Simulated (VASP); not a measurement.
# In (I4/mmm) in VASP: further runs

Runs on In. Level: LDA. Tasks: electric field gradients.

All numbers are computed with VASP 6.6.1; they aren't measurements. Logs are shortened: lines on timing, memory, paths and dates and some standing lists are left out, and cuts for length are marked.

### 1 The cell of the first run

It takes space group I4/mmm (No. 139, tetragonal). The conventional cell has a = 3.252 Å, b = 3.252 Å, c = 4.948 Å, α = 90.00°, β = 90.00°, γ = 90.00°. In (site symmetry 4/mmm) has 12 In at 3.25 to 3.38 Å within 4.3 Å.

### 2 Electric field gradients, LDA

INCAR reads:

```
ALGO = Normal ; EDIFF = 1E-8
ENCUT = 520 ; GGA = CA
ISIF = 2 ; ISMEAR = -1
ISYM = 0 ; LASPH = T
LCHARG = F ; LEFG = T
LREAL = F ; LWAVE = F
NBANDS = 12 ; NELM = 60
PREC = Accurate ; SIGMA = 0.05
```

KPOINTS reads:

```
k-points
0
Gamma
  12 12 14
```

POSCAR reads:

```
In
1.0
   -1.6261500000      1.6261500000      2.4739500000
    1.6261500000     -1.6261500000      2.4739500000
    1.6261500000      1.6261500000     -2.4739500000
In
1
Direct
    0.0000000000      0.0000000000      0.0000000000
```

Potentials or basis: VASP PAW LDA potentials, release 64 (In_d).

Command:

```
$ cat potpaw_LDA.64/In_d/POTCAR > POTCAR
$ mpirun -np 1 vasp_std > vasp.out
```

OUTCAR:

```text
EDIFF = 1E-8
   ENCUT = 520
   GGA = CA
   ISIF = 2
   ISMEAR = -1
   ISYM = 0
   LASPH = T
   LREAL = F
   NELM = 60
   PREC = Accurate

 ion  position               nearest neighbor table
   1  0.000  0.000  0.000-

IMPORTANT INFORMATION: All symmetrisations will be switched off!
NOSYMM: (Re-)initialisation of all symmetry stuff for point group C_1.

----------------------------------------------------------------------------------------

                                     Primitive cell

  volume of cell :      26.1681

  direct lattice vectors                    reciprocal lattice vectors
    -1.626150000  1.626150000  2.473950000     0.000000000  0.307474710  0.202105944
     1.626150000 -1.626150000  2.473950000     0.307474710  0.000000000  0.202105944
     1.626150000  1.626150000 -2.473950000     0.307474710  0.307474710  0.000000000

  length of vectors
     3.377744254  3.377744254  3.377744254     0.367950418  0.367950418  0.434834905

  position of ions in fractional coordinates (direct lattice)
     0.000000000  0.000000000  0.000000000

  ion indices of the primitive-cell ions
   primitive index   ion index
                 1           1

----------------------------------------------------------------------------------------

 KPOINTS: k-points

Automatic generation of k-mesh.
 Grid dimensions read from file:
 generate k-points for:   12   12   14

 Generating k-lattice:

  Cartesian coordinates                     Fractional coordinates (reciprocal lattice)
     0.000000000  0.025622893  0.016842162     0.083333333  0.000000000 -0.000000000
     0.025622893  0.000000000  0.016842162     0.000000000  0.083333333 -0.000000000
     0.021962479  0.021962479  0.000000000     0.000000000  0.000000000  0.071428571

  Length of vectors
     0.030662535  0.030662535  0.031059636

  Shift w.r.t. Gamma in fractional coordinates (k-lattice)
     0.000000000  0.000000000  0.000000000

 -----------------------------------------------------------------------------
|                                                                             |
|           W    W    AA    RRRRR   N    N  II  N    N   GGGG   !!!           |
|           W    W   A  A   R    R  NN   N  II  NN   N  G    G  !!!           |
|           W    W  A    A  R    R  N N  N  II  N N  N  G       !!!           |
|           W WW W  AAAAAA  RRRRR   N  N N  II  N  N N  G  GGG   !            |
|           WW  WW  A    A  R   R   N   NN  II  N   NN  G    G                |
|           W    W  A    A  R    R  N    N  II  N    N   GGGG   !!!           |
|                                                                             |
|     Your reciprocal lattice and k-lattice belong to different lattice       |
|     classes:                                                                |
|                                                                             |
|        The reciprocal lattice is body-centered tetragonal,                  |
|        whereas your k-lattice is base-centered monoclinic.                  |
|                                                                             |
|     Results are often still useful ...                                      |
|                                                                             |
 -----------------------------------------------------------------------------

 WARNING: IBZKPT: internal override: KBLOWUP is changed to .FALSE.
      ... skipping the blow-up phase ...

 Subroutine IBZKPT returns following result:
 ===========================================

 Found   1012 irreducible k-points:

 Following reciprocal coordinates:
            Coordinates               Weight
  0.000000  0.000000  0.000000      1.000000
  0.083333 -0.000000 -0.000000      2.000000
  0.166667  0.000000  0.000000      2.000000
  0.250000  0.000000 -0.000000      2.000000
  0.333333  0.000000 -0.000000      2.000000
  0.416667 -0.000000 -0.000000      2.000000
[... 16 lines left out ...]
  0.250000  0.166667 -0.000000      2.000000
  0.333333  0.166667  0.000000      2.000000
 [... further k-points ...]
   k-points           NKPTS =   1012   k-points in BZ     NKDIM =   1012   number of bands    NBANDS=     12
   number of dos      NEDOS =    301   number of ions     NIONS =      1
   total plane-waves  NPLWV =  21952
   dimension x,y,z NGX =    28 NGY =   28 NGZ =   28
   dimension x,y,z NGXF=    56 NGYF=   56 NGZF=   56
   ions per type =               1
   NGX,Y,Z   is equivalent  to a cutoff of  13.78, 13.78, 13.78 a.u.
   NGXF,Y,Z  is equivalent  to a cutoff of  27.56, 27.56, 27.56 a.u.
 SYSTEM =  unknown system
   PREC   = accura    normal or accurate (medium, high low for compatibility)
   ISTART =      0    job   : 0-new  1-cont  2-samecut
   ICHARG =      2    charge: 1-file 2-atom 10-const
   ISPIN  =      1    spin polarized calculation?
   LNONCOLLINEAR =      F non collinear calculations
   LSORBIT =      F    spin-orbit coupling
   LASPH  =      T    aspherical Exc in radial PAW
   ENCUT  =  520.0 eV  38.22 Ry    6.18 a.u.   6.28  6.28  6.28*2*pi/ulx,y,z
   NELM   =     60;   NELMIN=  2; NELMDL= -5     # of ELM steps
   EDIFF  = 0.1E-07   stopping-criterion for ELM
   LREAL  =      F    real-space projection
   EDIFFG = 0.1E-06   stopping-criterion for IOM
   NSW    =      0    number of steps for IOM
   IBRION =     -1    ionic relax: 0-MD 1-quasi-New 2-CG
   NFREE  =      0    steps in history (QN), initial steepest desc. (CG)
   ISIF   =      2    stress and relaxation
   ISYM   =      0    0-nonsym 1-usesym 2-fastsym
   POTIM  = 0.5000    time-step for ionic-motion
   TEBEG  =    0.0;   TEEND  =   0.0 temperature during run
   PSTRESS=    0.0 pullay stress
   NELECT =      13.0000    total number of electrons
   NUPDOWN=      -1.0000    fix difference up-down
   EMIN   =  10.00;   EMAX   =-10.00  energy-range for DOS
   EFERMI =   0.00;   METHOD = LEGACY
   ISMEAR =    -1;   SIGMA  =   0.05  broadening in eV -4-tet -1-fermi 0-gaus
   EFERMI_NEDOS =   21; number of points for ismear=-14 and -15
   IALGO  =     38    algorithm
   IMIX   =      4    mixing-type and parameters
     AMIX     =   0.40;   BMIX     =  1.00
     AMIX_MAG =   1.60;   BMIX_MAG =  1.00
  volume/ion in A,a.u.               =      26.17       176.59
  Fermi-wavevector in a.u.,A,eV,Ry     =   1.296578  2.450177 22.872944  1.681114
  Thomas-Fermi vector in A             =   2.428025
   LORBIT       =      0    0 simple, 1 ext, 2 COOP (PROOUT), +10 PAW based schemes
   GGA     = CA    functional components
   LHFCALC =     F    Hartree Fock is set to
   AEXX    =    0.0000 exact exchange contribution
   IVDW    =     0    specifies the selected vdW correction
   LEPSILON=     F    determine dielectric tensor
   LRPA    =     F    only Hartree local field effects (RPA)
 non-spin polarized calculation
  energy-cutoff  :      520.00
  volume of cell :       26.17
 maximum number of plane-waves:       721
 NGX is ok and might be reduce to    28
   NGX = 13   NGY = 13   NGZ = 13

 number of electron      13.0000006 magnetization

 Free energy of the ion-electron system (eV)
  ---------------------------------------------------
  ext. energy  EPLUGINS =         0.00000000
  ---------------------------------------------------
  free energy    TOTEN  =        -3.20529388 eV

  energy without entropy =       -3.20119257  energy(sigma->0) =       -3.20324322

 E-fermi :   7.1822     XC(G=0): -10.5253

 val. band max:        7.1628182877   @ k =   0.3333   0.2500   0.2143
 cond. band min:       7.1822714286   @ k =  -0.0000  -0.2500   0.4286
 fundamental gap:      0.0194531409
 Fermi energy:         7.1821897938

 k-point     1 :       0.0000    0.0000    0.0000
  band No.  band energies     occupation
      1      -7.4061      2.00000
      2      -7.2991      2.00000
      3      -7.2984      2.00000
      4      -7.2153      2.00000
      5      -7.1106      2.00000
      6      -2.3480      2.00000
      7      17.6321      0.00000
      8      17.6330      0.00000
      9      17.7924      0.00000
     10      18.9007      0.00000
     11      21.2222      0.00000
     12      21.3535      0.00000

 k-point     2 :       0.0833   -0.0000   -0.0000
  band No.  band energies     occupation
      1      -7.3951      2.00000
      2      -7.2995      2.00000
      3      -7.2877      2.00000
      4      -7.2128      2.00000
      5      -7.1148      2.00000
      6      -2.1958      2.00000
      7      15.9545      0.00000
      8      17.3808      0.00000
      9      17.4559      0.00000
     10      18.6877      0.00000
     11      21.6196      0.00000
     12      21.7439      0.00000

 k-point     3 :       0.1667    0.0000    0.0000
  band No.  band energies     occupation
      1      -7.3756      2.00000
      2      -7.3070      2.00000
      3      -7.2635      2.00000
      4      -7.1919      2.00000
      5      -7.1206      2.00000
      6      -1.7347      2.00000
      7      13.1255      0.00000
      8      16.6288      0.00000
      9      17.0859      0.00000
     10      18.6246      0.00000
     11      20.6769      0.00000
     12      22.7288      0.00000
[... 286 lines left out ...]
 k-point    23 :       0.2500    0.1667   -0.0000
  band No.  band energies     occupation
      1      -7.3354      2.00000
      2      -7.3083      2.00000
      3      -7.2350      2.00000
      4      -7.1586      2.00000
      5      -7.0788      2.00000
      6       0.2315      2.00000
      7       9.2781      0.00000
      8      11.7247      0.00000
      9      15.4429      0.00000
     10      18.3292      0.00000
     11      20.4630      0.00000
     12      21.6951      0.00000

 k-point    24 :       0.3333    0.1667    0.0000
  band No.  band energies     occupation
      1      -7.3481      2.00000
      2      -7.3115      2.00000
      3      -7.2513      2.00000
      4      -7.0897      2.00000
      5      -7.0673      2.00000
      6       1.5037      2.00000
      7       6.9015      1.99274
      8      11.7938      0.00000
      9      14.5092      0.00000
     10      17.3757      0.00000
     11      20.4949      0.00000
     12      22.2941      0.00000

 [... further k-points ...]

------------------------ aborting loop because EDIFF is reached ----------------------------------------

  FORCE on cell =-STRESS in cart. coord.  units (eV):
  Direction    XX          YY          ZZ          XY          YZ          ZX
  --------------------------------------------------------------------------------------
  -------------------------------------------------------------------------------------
  Total       -0.4425563     -0.4425583     -0.3662748     -0.0273361      0.0258099      0.0258094
  in kB      -27.0961150    -27.0962341    -22.4256767     -1.6736927      1.5802489      1.5802137
  external PRESSURE =     -25.5393419 kB  Pullay stress =       0.0000000 kB

 VOLUME and BASIS-vectors are now :
 -----------------------------------------------------------------------------
  energy-cutoff  :      520.00
  volume of cell :       26.17
      direct lattice vectors                 reciprocal lattice vectors
    -1.626150000  1.626150000  2.473950000     0.000000000  0.307474710  0.202105944
     1.626150000 -1.626150000  2.473950000     0.307474710  0.000000000  0.202105944
     1.626150000  1.626150000 -2.473950000     0.307474710  0.307474710  0.000000000

 POSITION                                       TOTAL-FORCE (eV/Angst)
 -----------------------------------------------------------------------------------
      0.00000      0.00000      0.00000         0.000000     -0.000000      0.000000
 -----------------------------------------------------------------------------------
    total drift:                                0.000000     -0.000000      0.000000

  FREE ENERGIE OF THE ION-ELECTRON SYSTEM (eV)
  ---------------------------------------------------
  free  energy   TOTEN  =        -3.2052938771 eV

  energy  without entropy=       -3.2011925668  energy(sigma->0) =       -3.20324322

 Electric field gradients (V/A^2)
---------------------------------------------------------------------
 ion       V_xx      V_yy      V_zz      V_xy      V_xz      V_yz
---------------------------------------------------------------------
   1      -9.265    -9.265    18.531     1.770    -1.808    -1.808
---------------------------------------------------------------------

 Electric field gradients after diagonalization (V/A^2)
 (convention: |V_zz| > |V_xx| > |V_yy|)
----------------------------------------------------------------------
 ion       V_xx      V_yy      V_zz     asymmetry (V_yy - V_xx)/ V_zz
----------------------------------------------------------------------
   1     -11.035    -7.744    18.780       0.175
----------------------------------------------------------------------

           NMR quadrupolar parameters

 Cq : quadrupolar parameter    Cq=e*Q*V_zz/h
 eta: asymmetry parameters     (V_yy - V_xx)/ V_zz
 Q  : nuclear electric quadrupole moment in mb (millibarn)
----------------------------------------------------------------------
 ion       Cq(MHz)       eta       Q (mb)
----------------------------------------------------------------------
   1       0.045       0.175       1.000
----------------------------------------------------------------------
```

It took 7.1 min on 1 thread of Intel Xeon 8259CL, shared host; peak memory 0.4 GiB.

Results:

| Item | Value |
| --- | --- |
| Free energy | -3.2053 eV |
| Pressure | -2.6 GPa |
| Band gap on the k mesh | zero (an odd number of electrons rules out a gap without spin polarisation) |
| Largest electric field gradient by atom | In +18.8 V/Å² |

Electric field gradients, principal values (V/Å²):
```tsv
atom	least	middle	greatest (by size)
1 In	-7.744	-11.035	18.780
```

Caveat: without QUAD_EFG the Cq values of the log hold for a quadrupole moment of 1 mb, not for the nuclei; spin-orbit coupling is left out, which moves the levels of the heavy elements.

[end of part 1 of 3]
